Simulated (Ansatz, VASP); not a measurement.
## One calculation of FeSi, two programs

```
Fe Si
1.0
     4.15447    0.00000    0.00000
     0.00000    4.15447    0.00000
     0.00000    0.00000    4.15447
Fe Si
4 4
Direct
  0.14178 0.14178 0.14178
  0.35822 0.85822 0.64178
  0.64178 0.35822 0.85822
  0.85822 0.64178 0.35822
  0.84356 0.84356 0.84356
  0.65644 0.15644 0.34356
  0.34356 0.65644 0.15644
  0.15644 0.34356 0.65644
```

Alike in both runs: functional r2SCAN; k mesh 8 × 8 × 8; occupations gaussian, width 0.05 eV; no spin polarisation.

Ansatz relaxed the structure, and its values are those at the end. VASP's run is a single point on that final structure, the one shown.

|  | VASP | Ansatz |
| --- | --- | --- |
| version | VASP 6.6.1 | Ansatz 0.2.0 |
| potentials or method | VASP PAW PBE potentials, release 64 (Fe, Si), cutoff 520 eV | scalar-relativistic, plane waves, PAW |
| valence electrons in the cell | 48 | 80 |

|  | VASP | Ansatz | Ansatz less VASP |
| --- | --- | --- | --- |
| gap on the k mesh at the Fermi level (eV) | 0.30 | 0.31 | +0.005 |
| least direct gap on the mesh (eV) | 0.33 | 0.34 | +0.005 |
| rms of the force components (eV/Å) | 0.024 | 0.002 | -0.0224 |

VASP's potentials were made for PBE, not for r2SCAN. With one functional, cell and mesh, what is left measures potentials, basis and numerics. VASP's potentials hold 48 valence electrons a cell and Ansatz's 80, so a difference there can come from the potentials and not from the codes. Ansatz's warnings: stress scf threshold loose.
